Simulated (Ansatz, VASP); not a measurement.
ZnSe: VASP beside Ansatz

```
Zn Se
1.0
     0.00000    2.62911    2.62911
     2.62911    0.00000    2.62911
     2.62911    2.62911    0.00000
Zn Se
1 1
Direct
  0.00000 0.00000 0.00000
  0.25000 0.25000 0.25000
```

Change from the starting cell: volume scaled by 0.8, PAW files.

Alike in both runs: task single point; functional r2SCAN; k mesh 11 × 11 × 11; occupations fermi-dirac, width 0.05 eV; no spin polarisation.

|  | VASP | Ansatz |
| --- | --- | --- |
| version | VASP 6.6.1 | Ansatz 0.2.0 |
| potentials or method | VASP PAW PBE potentials, release 64 (Zn, Se) | PAW with Ansatz's default frozen-core files, scalar-relativistic |
| plane-wave cutoff (eV) | 520 | 500 |
| valence electrons in the cell | 18 | 28 |

VASP gave:

```
gap on the k mesh at the Fermi level (eV) : 2.78
pressure (GPa)                            : 24.3
```

**Question.** What did Ansatz give for the same quantities?

**Answer.** gap on the k mesh at the Fermi level (eV): 2.78; pressure (GPa): 24.0.

VASP's potentials were made for PBE, not for r2SCAN. The functional is the same, so the differences come from potentials, cutoffs and numerics. VASP's potentials hold 18 valence electrons a cell and Ansatz's 28, so a difference there can come from the potentials and not from the codes.
